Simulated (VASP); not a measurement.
# LiCl (P6_3mc) in VASP: further runs, part 2 of 2

VASP 6.6.1. Earlier steps stand in the parts before.

**3. Relaxation of cell and atoms, LDA**

Contents of INCAR:

```
SYSTEM = LiCl
  ALGO = Normal
  EDIFF = 1E-6
  EDIFFG = -0.005
  ENCUT = 600
  IBRION = 2
  ISIF = 3
  ISMEAR = -1
  LASPH = .True.
  LCHARG = .False.
  LREAL = .False.
  LWAVE = .False.
  NELM = 80
  NSW = 80
  PREC = Accurate
  SIGMA = 0.02
```

Contents of KPOINTS:

```
k-points
0
Gamma
  12 12 4
  0 0 0
```

Contents of POSCAR:

```
LiCl
1.0
    3.9253848209      0.0000000000      0.0000000000
   -1.9626924105      3.3994829745      0.0000000000
    0.0000000000      0.0000000000      6.2893894695
Li Cl
2 2
Direct
    0.6666666667      0.3333333333      0.8777889948
    0.3333333333      0.6666666667      0.3777889948
    0.6666666667      0.3333333333      0.4972120052
    0.3333333333      0.6666666667      0.9972120052
```

Potentials or basis: VASP PAW LDA potentials, release 64 (Li_sv, Cl).

Launch:

```
cat potpaw_LDA.64/Li_sv/POTCAR potpaw_LDA.64/Cl/POTCAR > POTCAR
mpirun -np 1 vasp_std > vasp.out
```

OUTCAR:

```text
SYSTEM = LiCl
   EDIFF = 1E-6
   EDIFFG = -0.005
   ENCUT = 600
   IBRION = 2
   ISIF = 3
   ISMEAR = -1
   LASPH = .True.
   LREAL = .False.
   NELM = 80
   NSW = 80
   PREC = Accurate

 ion  position               nearest neighbor table
   1  0.667  0.333  0.878-   4 2.39   4 2.39   4 2.39   3 2.39
   2  0.333  0.667  0.378-   3 2.39   3 2.39   3 2.39   4 2.39
   3  0.667  0.333  0.497-   2 2.39   2 2.39   2 2.39   1 2.39
   4  0.333  0.667  0.997-   1 2.39   1 2.39   1 2.39   2 2.39

  LATTYP: Found a hexagonal cell.
 ALAT       =     3.9253848209
 C/A-ratio  =     1.6022351327

  Lattice vectors:

 A1 = (   3.9253848209,   0.0000000000,   0.0000000000)
 A2 = (  -1.9626924105,   3.3994829745,   0.0000000000)
 A3 = (   0.0000000000,   0.0000000000,   6.2893894695)

Analysis of symmetry for initial positions (statically):
=====================================================================
 Subroutine PRICEL returns:
 Original cell was already a primitive cell.

 Routine SETGRP: Setting up the symmetry group for a
 hexagonal supercell.

 Subroutine GETGRP returns: Found 12 space group operations
 (whereof  6 operations were pure point group operations)
 out of a pool of 24 trial point group operations.

The static configuration has the point symmetry C_3v.
 The point group associated with its full space group is C_6v.

Analysis of symmetry for dynamics (positions and initial velocities):
=====================================================================
 Subroutine PRICEL returns:
 Original cell was already a primitive cell.

 Routine SETGRP: Setting up the symmetry group for a
 hexagonal supercell.

 Subroutine GETGRP returns: Found 12 space group operations
 (whereof  6 operations were pure point group operations)
 out of a pool of 24 trial point group operations.

The dynamic configuration has the point symmetry C_3v.
 The point group associated with its full space group is C_6v.

[... 156 lines left out ...]
  Direction    XX          YY          ZZ          XY          YZ          ZX
  --------------------------------------------------------------------------------------
  -------------------------------------------------------------------------------------
  Total       -1.3451433     -1.3451433     -1.3780398      0.0000000     -0.0000000      0.0000000
  in kB      -25.6788484    -25.6788484    -26.3068432      0.0000000     -0.0000000      0.0000000
  external PRESSURE =     -25.8881800 kB  Pullay stress =       0.0000000 kB
[... 95 lines left out ...]
  FREE ENERGIE OF THE ION-ELECTRON SYSTEM (eV)
  ---------------------------------------------------
  free  energy   TOTEN  =       -16.0566926119 eV

  energy  without entropy=      -16.0566926119  energy(sigma->0) =      -16.05669261

[... ionic steps 4 to 8 ...]

--------------------------------------- Ionic step        9  -------------------------------------------

 number of electron      19.9999997 magnetization

------------------------ aborting loop because EDIFF is reached ----------------------------------------
[... 71 lines left out ...]
--------------------------------------- Ionic step       11  -------------------------------------------

 number of electron      19.9999997 magnetization

 Free energy of the ion-electron system (eV)
  ---------------------------------------------------
  ext. energy  EPLUGINS =         0.00000000
  ---------------------------------------------------
  free energy    TOTEN  =       -16.05742166 eV

  energy without entropy =      -16.05742166  energy(sigma->0) =      -16.05742166

 E-fermi :  -0.2835     XC(G=0):  -8.5544

 val. band max:       -0.6979591797   @ k =   0.0000   0.0000   0.0000
 cond. band min:       5.1705343756   @ k =   0.0000   0.0000   0.0000
 fundamental gap:      5.8684935553
 Fermi energy:        -0.2834852182

 k-point     1 :       0.0000    0.0000    0.0000
  band No.  band energies     occupation
      1     -42.4542      2.00000
      2     -42.4509      2.00000
      3     -13.6487      2.00000
      4     -13.2259      2.00000
      5      -3.2278      2.00000
      6      -1.2424      2.00000
      7      -1.2424      2.00000
      8      -0.8289      2.00000
      9      -0.8289      2.00000
     10      -0.6980      2.00000
     11       5.1705      0.00000
     12       7.4153      0.00000
     13       8.9621      0.00000
     14       8.9621      0.00000
[... 377 lines left out ...]
      1     -42.4519      2.00000
      2     -42.4506      2.00000
      3     -13.3663      2.00000
      4     -13.1916      2.00000
      5      -2.8111      2.00000
      6      -2.3666      2.00000
      7      -1.9619      2.00000
      8      -1.6540      2.00000
      9      -1.1791      2.00000
     10      -1.1510      2.00000
     11       6.4034      0.00000
     12       7.1527      0.00000
     13       8.7695      0.00000
     14       9.4658      0.00000

 [... further k-points ...]

------------------------ aborting loop because EDIFF is reached ----------------------------------------

  FORCE on cell =-STRESS in cart. coord.  units (eV):
  Direction    XX          YY          ZZ          XY          YZ          ZX
  --------------------------------------------------------------------------------------
  -------------------------------------------------------------------------------------
  Total        0.0005207      0.0005207      0.0039281     -0.0000000     -0.0000000      0.0000000
  in kB        0.0110801      0.0110801      0.0835861     -0.0000000     -0.0000000      0.0000000
  external PRESSURE =       0.0352488 kB  Pullay stress =       0.0000000 kB
[... 19 lines left out ...]
  FREE ENERGIE OF THE ION-ELECTRON SYSTEM (eV)
  ---------------------------------------------------
  free  energy   TOTEN  =       -16.0574216575 eV

  energy  without entropy=      -16.0574216574  energy(sigma->0) =      -16.05742166

 reached required accuracy - stopping structural energy minimisation
```

CONTCAR:

```text
LiCl
   1.00000000000000
     3.7988814877711836    0.0000000000018470    0.0000000000000000
    -1.8994407439323808    3.2899278743489266    0.0000000000000000
     0.0000000000000000    0.0000000000000000    6.0245193203729048
  Li              Cl
     2     2
Direct
     0.6666666667000030    0.3333333332999970    0.8792484993703148
     0.3333333332999970    0.6666666667000030    0.3792484993703150
     0.6666666667000030    0.3333333332999970    0.4957525006296825
     0.3333333332999970    0.6666666667000030    0.9957525006296827

  0.00000000E+00  0.00000000E+00  0.00000000E+00
  0.00000000E+00  0.00000000E+00  0.00000000E+00
  0.00000000E+00  0.00000000E+00  0.00000000E+00
  0.00000000E+00  0.00000000E+00  0.00000000E+00
```

Run time: 2 min. Hardware: 1 thread of Intel Xeon 6975P-C (Granite Rapids), shared host; peak memory 0.22 GiB.

What came out:

```
Free energy                           : -16.0574 eV
Relaxed volume                        : 18.82 Å³/atom
Relaxed cell                          : a = 3.799 Å, b = 3.799 Å, c = 6.025 Å, α = 90.00°, β = 90.00°, γ = 120.00°
Space group after relaxing (to 0.1 Å) : P6_3mc (No. 186)
Energy gained by relaxing             : 19.2 meV/atom
Ionic steps                           : 11
Pressure after relaxing               : 0.0 GPa
Band gap on the k mesh                : 5.87 eV
```

Step by step:
| step | energy change (eV) | largest force (eV/Å) | pressure (GPa) | volume (Å³) |
| --- | --- | --- | --- | --- |
| 1 | 0.0000 | 0.0004 | -2.59 | 83.93 |
| 2 | -0.0532 | 0.0032 | -1.56 | 79.88 |
| 3 | -0.0762 | 0.0065 | -0.26 | 75.99 |
| 4 | -0.0768 | 0.0072 | 0.02 | 75.27 |
| 5 | -0.0768 | 0.0070 | -0.05 | 75.43 |
| 6 | -0.0768 | 0.0063 | -0.05 | 75.43 |
| 7 | -0.0768 | 0.0044 | -0.05 | 75.43 |
| 8 | -0.0769 | 0.0009 | -0.04 | 75.42 |
| 9 | -0.0769 | 0.0058 | -0.04 | 75.39 |
| 10 | -0.0769 | 0.0047 | 0.06 | 75.15 |
| 11 | -0.0769 | 0.0017 | 0.00 | 75.29 |

Final structure:
```yaml
crystal:
  lattice:
    - [3.79888, 0.00000, 0.00000]
    - [-1.89944, 3.28993, 0.00000]
    - [0.00000, 0.00000, 6.02452]
  atoms:
    - { symbol: Li, position: [0.66667, 0.33333, 0.87925] }
    - { symbol: Li, position: [0.33333, 0.66667, 0.37925] }
    - { symbol: Cl, position: [0.66667, 0.33333, 0.49575] }
    - { symbol: Cl, position: [0.33333, 0.66667, 0.99575] }
```

Caveat: the cutoff is under 1.25 times the usual one of these potentials, so pressure, stress and relaxed cells hold a basis-set (Pulay) error.

**4. Relaxation of cell and atoms, PBE**

This run uses another cell than the first one, of 21.20 Å³/atom.

Contents of INCAR:

```
PREC = Accurate ; ENCUT = 600
EDIFF = 1E-6 ; ISMEAR = -1
SIGMA = 0.02 ; LREAL = False
LASPH = True ; NELM = 80
ALGO = Normal ; ISIF = 3
LWAVE = False ; LCHARG = False
GGA = PE ; IBRION = 2
NSW = 80 ; EDIFFG = -0.005
```

Contents of KPOINTS:

```
regular mesh
0
Gamma
  12 12 4
```

Contents of POSCAR:

```
LiCl
1.0
    3.9248822083      0.0000000000      0.0000000000
   -1.9624411042      3.3990476993      0.0000000000
    0.0000000000      0.0000000000      6.3571610000
Li Cl
2 2
Direct
    0.6666666700      0.3333333300      0.8760170000
    0.3333333300      0.6666666700      0.3760170000
    0.6666666700      0.3333333300      0.4989840000
    0.3333333300      0.6666666700      0.9989840000
```

Potentials or basis: VASP PAW PBE potentials, release 64 (Li_sv, Cl).

Launch:

```
cat potpaw_PBE.64/Li_sv/POTCAR potpaw_PBE.64/Cl/POTCAR > POTCAR
mpirun -np 1 vasp_std > vasp.out
```

Run time: 97 s. Hardware: 1 thread of Intel Xeon 6975P-C (Granite Rapids), shared host; peak memory 0.26 GiB.

It converged, with:

```
Free energy                           : -14.8729 eV
Relaxed volume                        : 20.93 Å³/atom
Relaxed cell                          : a = 3.923 Å, b = 3.923 Å, c = 6.283 Å, α = 90.00°, β = 90.00°, γ = 120.00°
Space group after relaxing (to 0.1 Å) : P6_3mc (No. 186)
Energy gained by relaxing             : 0.4 meV/atom
Ionic steps                           : 7
Pressure after relaxing               : 0.0 GPa
Band gap on the k mesh                : 5.95 eV
```

The path:
```
step  energy change (eV)  largest force (eV/Å)  pressure (GPa)  volume (Å³)
   1              0.0000                0.0163           -0.30        84.81
   2             -0.0008                0.0156           -0.17        84.32
   3             -0.0012                0.0149           -0.01        83.75
   4             -0.0013                0.0148            0.02        83.64
   5             -0.0014                0.0132            0.02        83.65
   6             -0.0016                0.0091            0.01        83.67
   7             -0.0018                0.0006           -0.01        83.72
```

Final structure:
```
Li Cl
1.0
     3.92260    0.00000    0.00000
    -1.96130    3.39707    0.00000
     0.00000    0.00000    6.28270
Li Cl
2 2
Direct
  0.66667 0.33333 0.87785
  0.33333 0.66667 0.37785
  0.66667 0.33333 0.49715
  0.33333 0.66667 0.99715
```

Levels at points of the mesh, in eV from the valence-band top:
```
           k point  band 7  band 8  band 9  band 10  band 11  band 12  band 13  band 14
(0.00, 0.00, 0.00)   -0.39   -0.07   -0.07     0.00     5.95     8.18     9.95     9.95
(0.50, 0.00, 0.00)   -1.14   -0.90   -0.58    -0.34     7.84     7.97     9.08    10.29
(0.00, 0.00, 0.50)   -0.24   -0.24   -0.24    -0.24     7.25     7.25    10.18    10.22
(0.50, 0.00, 0.50)   -0.64   -0.64   -0.58    -0.58     7.38     7.38     9.90     9.90
```

Caveat: the cutoff is under 1.25 times the usual one of these potentials, so pressure, stress and relaxed cells hold a basis-set (Pulay) error. A k mesh can miss the band edges.

**5. Summary**

```tsv
level	potentials or basis	cell	gap on the mesh (eV)	pressure (GPa)	relaxed volume (Å³/atom)
PBEsol	VASP PAW PBE potentials, release 64 (Li_sv, Cl)	relaxed from a = 3.925, b = 3.925, c = 6.289 Å, angles 90.0, 90.0, 120.0°, 4 atoms, atomic positions A	5.85	0.0	20.13
LDA	VASP PAW LDA potentials, release 64 (Li_sv, Cl)	relaxed from a = 3.925, b = 3.925, c = 6.289 Å, angles 90.0, 90.0, 120.0°, 4 atoms, atomic positions A	5.87	0.0	18.82
PBE	VASP PAW PBE potentials, release 64 (Li_sv, Cl)	relaxed from a = 3.925, b = 3.925, c = 6.357 Å, angles 90.0, 90.0, 120.0°, 4 atoms, atomic positions B	5.95	0.0	20.93
```

Alike in all rows: task relaxation of cell and atoms; no spin polarisation; k mesh 12 × 12 × 4; cutoff (eV) 600; smearing fermi-dirac 0.02 eV.

Caveats: the cutoff is under 1.25 times the usual one of these potentials, so pressure, stress and relaxed cells hold a basis-set (Pulay) error; the PAW data sets were made with another functional, which shifts forces and pressure a little (at least some runs).

Absolute energies hang on the potentials; compare differences alone.
